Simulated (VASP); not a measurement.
# FeGe (P6/mmm) in VASP: settings compared, part 2 of 3

VASP 6.6.1. The steps go on from the part before.

### 3 Single point, PBEsol, collinear spin, ferromagnetic start

This run uses another cell than the first one, of 13.63 Å³/atom.

File INCAR:

```
PREC = Accurate
ENCUT = 520
EDIFF = 1E-7
ISMEAR = -1
SIGMA = 0.05
LREAL = F
LASPH = T
NELM = 150
ALGO = Normal
ISIF = 2
LWAVE = F
LCHARG = T
ISPIN = 2
MAGMOM = 0 0 0 3 3 3
LORBIT = 11
LMAXMIX = 4
GGA = PS
LELF = T
LVHAR = T
NBANDS = 46
```

File KPOINTS:

```
regular mesh
0
Gamma
  6 6 7
```

File POSCAR:

```
FeGe
1.0
    4.8805175365      0.0000000000      0.0000000000
   -2.4402587682      4.2266521702      0.0000000000
    0.0000000000      0.0000000000      3.9652758757
Ge Fe
3 3
Direct
    0.6666666667      0.3333333333      0.5000000000
    0.3333333333      0.6666666667      0.5000000000
    0.0000000000      0.0000000000      0.0000000000
    0.0000000000      0.5000000000      0.0000000000
    0.5000000000      0.5000000000      0.0000000000
    0.5000000000      0.0000000000      0.0000000000
```

Potentials or basis: VASP PAW PBE potentials, release 64 (Ge_d, Fe).

The run is started by

```
> cat potpaw_PBE.64/Ge_d/POTCAR potpaw_PBE.64/Fe/POTCAR > POTCAR
> mpirun -np 1 vasp_std > vasp.out
```

OUTCAR:

```text
PREC = Accurate
   ENCUT = 520
   EDIFF = 1E-7
   ISMEAR = -1
   LREAL = F
   LASPH = T
   NELM = 150
   ISIF = 2
   ISPIN = 2
   LORBIT = 11
   GGA = PS

 ion  position               nearest neighbor table
   1  0.667  0.333  0.500-   6 2.43   6 2.43   4 2.43   4 2.43   5 2.43   5 2.43   2 2.82   2 2.82
                             2 2.82
   2  0.333  0.667  0.500-   6 2.43   6 2.43   4 2.43   4 2.43   5 2.43   5 2.43   1 2.82   1 2.82
                             1 2.82
   3  0.000  0.000  0.000-   4 2.44   4 2.44   6 2.44   6 2.44   5 2.44   5 2.44
   4  0.000  0.500  0.000-   1 2.43   2 2.43   1 2.43   2 2.43   3 2.44   3 2.44   5 2.44   5 2.44
                             6 2.44   6 2.44
   5  0.500  0.500  0.000-   1 2.43   2 2.43   1 2.43   2 2.43   6 2.44   6 2.44   4 2.44   4 2.44
                             3 2.44   3 2.44
   6  0.500  0.000  0.000-   1 2.43   2 2.43   1 2.43   2 2.43   5 2.44   5 2.44   3 2.44   3 2.44
                             4 2.44   4 2.44

  LATTYP: Found a hexagonal cell.
 ALAT       =     4.8805175365
 C/A-ratio  =     0.8124703673

  Lattice vectors:

 A1 = (   4.8805175365,   0.0000000000,   0.0000000000)
 A2 = (  -2.4402587682,   4.2266521702,   0.0000000000)
 A3 = (   0.0000000000,   0.0000000000,   3.9652758757)

Analysis of symmetry for initial positions (statically):
=====================================================================
 Subroutine PRICEL returns:
 Original cell was already a primitive cell.

 Routine SETGRP: Setting up the symmetry group for a
 hexagonal supercell.

 Subroutine GETGRP returns: Found 24 space group operations
 (whereof 24 operations were pure point group operations)
 out of a pool of 24 trial point group operations.

The static configuration has the point symmetry D_6h.

Analysis of symmetry for dynamics (positions and initial velocities):
=====================================================================
 Subroutine PRICEL returns:
 Original cell was already a primitive cell.

 Routine SETGRP: Setting up the symmetry group for a
 hexagonal supercell.

 Subroutine GETGRP returns: Found 24 space group operations
 (whereof 24 operations were pure point group operations)
 out of a pool of 24 trial point group operations.

The dynamic configuration has the point symmetry D_6h.

Analysis of structural, dynamic, and magnetic symmetry:
=====================================================================
 Subroutine PRICEL returns:
 Original cell was already a primitive cell.

 Routine SETGRP: Setting up the symmetry group for a
 hexagonal supercell.

 Subroutine GETGRP returns: Found 24 space group operations
 (whereof 24 operations were pure point group operations)
 out of a pool of 24 trial point group operations.

The overall configuration has the point symmetry D_6h.

 Subroutine INISYM returns: Found 24 space group operations
 (whereof 24 operations are pure point group operations),
 and found     1 'primitive' translations

----------------------------------------------------------------------------------------

                                     Primitive cell

  volume of cell :      81.7967

  direct lattice vectors                    reciprocal lattice vectors
     4.880517537  0.000000000  0.000000000     0.204896303  0.118296936  0.000000000
    -2.440258768  4.226652170  0.000000000     0.000000000  0.236593871  0.000000000
     0.000000000  0.000000000  3.965275876     0.000000000  0.000000000  0.252189263

  length of vectors
[... 99 lines left out ...]
   TEBEG  =    0.0;   TEEND  =   0.0 temperature during run
   PSTRESS=    0.0 pullay stress
   NELECT =      66.0000    total number of electrons
   NUPDOWN=      -1.0000    fix difference up-down
   EMIN   =  10.00;   EMAX   =-10.00  energy-range for DOS
   EFERMI =   0.00;   METHOD = LEGACY
   ISMEAR =    -1;   SIGMA  =   0.05  broadening in eV -4-tet -1-fermi 0-gaus
   EFERMI_NEDOS =   21; number of points for ismear=-14 and -15
   IALGO  =     38    algorithm
   IMIX   =      4    mixing-type and parameters
     AMIX     =   0.40;   BMIX     =  1.00
     AMIX_MAG =   1.60;   BMIX_MAG =  1.00
  volume/ion in A,a.u.               =      13.63        92.00
  Fermi-wavevector in a.u.,A,eV,Ry     =   1.524091  2.880114 31.604336  2.322853
  Thomas-Fermi vector in A             =   2.632445
   LORBIT       =     11    0 simple, 1 ext, 2 COOP (PROOUT), +10 PAW based schemes
   GGA     = PS    functional components
   LHFCALC =     F    Hartree Fock is set to
   AEXX    =    0.0000 exact exchange contribution
   IVDW    =     0    specifies the selected vdW correction
   LEPSILON=     F    determine dielectric tensor
   LRPA    =     F    only Hartree local field effects (RPA)
 spin polarized calculation
  energy-cutoff  :      520.00
  volume of cell :       81.80
 maximum number of plane-waves:      2223
   NGX = 19   NGY = 19   NGZ = 15

 number of electron      65.9999991 magnetization       3.8337632

 Free energy of the ion-electron system (eV)
  ---------------------------------------------------
  ext. energy  EPLUGINS =         0.00000000
  ---------------------------------------------------
  free energy    TOTEN  =       -42.77860851 eV

  energy without entropy =      -42.73951047  energy(sigma->0) =      -42.75905949

 E-fermi :   7.4257     XC(G=0): -12.5414

 val. band max:        7.4169812098   @ k =   0.3333   0.3333   0.4286
 cond. band min:       7.4289507709   @ k =   0.1667   0.1667   0.2857
 fundamental gap:      0.0119695611
 Fermi energy:         7.4256590030

 spin component 1

 k-point     1 :       0.0000    0.0000    0.0000
  band No.  band energies     occupation
      1     -17.4478      1.00000
      2     -17.3685      1.00000
      3     -17.3685      1.00000
      4     -17.2673      1.00000
      5     -17.2673      1.00000
      6     -17.2486      1.00000
[... 1141 lines left out ...]
     44      15.6859      0.00000
     45      16.5182      0.00000

 [... further k-points ...]

 spin component 2

 k-point     1 :       0.0000    0.0000    0.0000
  band No.  band energies     occupation
      1     -17.4554      1.00000
      2     -17.3813      1.00000
      3     -17.3813      1.00000
      4     -17.2755      1.00000
      5     -17.2755      1.00000
      6     -17.2627      1.00000
[... 1141 lines left out ...]
     44      15.8789      0.00000
     45      16.7361      0.00000

 [... further k-points ...]

 [bands above 45 left out]

------------------------ aborting loop because EDIFF is reached ----------------------------------------

  FORCE on cell =-STRESS in cart. coord.  units (eV):
  Direction    XX          YY          ZZ          XY          YZ          ZX
  --------------------------------------------------------------------------------------
  -------------------------------------------------------------------------------------
  Total        1.1021704      1.1021704      1.0852041      0.0000000     -0.0000000      0.0000000
  in kB       21.5885537     21.5885537     21.2562282      0.0000000     -0.0000000      0.0000000
  external PRESSURE =      21.4777785 kB  Pullay stress =       0.0000000 kB

 VOLUME and BASIS-vectors are now :
 -----------------------------------------------------------------------------
  energy-cutoff  :      520.00
  volume of cell :       81.80
      direct lattice vectors                 reciprocal lattice vectors
     4.880517537  0.000000000  0.000000000     0.204896303  0.118296936  0.000000000
    -2.440258768  4.226652170  0.000000000     0.000000000  0.236593871  0.000000000
     0.000000000  0.000000000  3.965275876     0.000000000  0.000000000  0.252189263

 POSITION                                       TOTAL-FORCE (eV/Angst)
 -----------------------------------------------------------------------------------
      2.44026      1.40888      1.98264         0.000000      0.000000      0.000000
     -0.00000      2.81777      1.98264        -0.000000      0.000000     -0.000000
      0.00000      0.00000      0.00000        -0.000000      0.000000      0.000000
     -1.22013      2.11333      0.00000        -0.000000      0.000000      0.000000
      1.22013      2.11333      0.00000        -0.000000      0.000000      0.000000
      2.44026      0.00000      0.00000        -0.000000      0.000000      0.000000
 -----------------------------------------------------------------------------------
    total drift:                                0.000000      0.000000     -0.000000

  FREE ENERGIE OF THE ION-ELECTRON SYSTEM (eV)
  ---------------------------------------------------
  free  energy   TOTEN  =       -42.7786085118 eV

  energy  without entropy=      -42.7395104721  energy(sigma->0) =      -42.75905949

 total charge

# of ion       s       p       d       tot
------------------------------------------
    1        1.123   1.245  10.104  12.472
    2        1.123   1.245  10.104  12.472
    3        1.144   1.178  10.075  12.396
    4        0.464   0.626   6.483   7.573
    5        0.464   0.626   6.483   7.573
    6        0.464   0.626   6.483   7.573
--------------------------------------------------
tot          4.782   5.547  49.732  60.061

 magnetization (x)

# of ion       s       p       d       tot
------------------------------------------
    1       -0.008  -0.043   0.001  -0.049
    2       -0.008  -0.043   0.001  -0.049
    3       -0.003  -0.078   0.008  -0.072
    4        0.004   0.004   1.328   1.336
    5        0.004   0.004   1.328   1.336
    6        0.004   0.004   1.328   1.336
--------------------------------------------------
tot         -0.006  -0.151   3.993   3.836
```

It took 5.9 min on 1 thread of Oxide Virtual Turin-like, shared host; peak memory 0.28 GiB.

What came out:

```yaml
Free_energy: -42.7786 eV
Pressure: 2.1 GPa
Net_moment: 3.83 μB per cell
Site_moments: Ge -0.05, -0.07 (each value once); Fe +1.34 μB
Valence_electrons_inside_the_program's_atomic_spheres: Ge 12.47, 12.40 (each value once); Fe 7.57
```

Caveat: the PAW data sets were made with another functional, which shifts forces and pressure a little.

(Continued in part 3 of 3.)
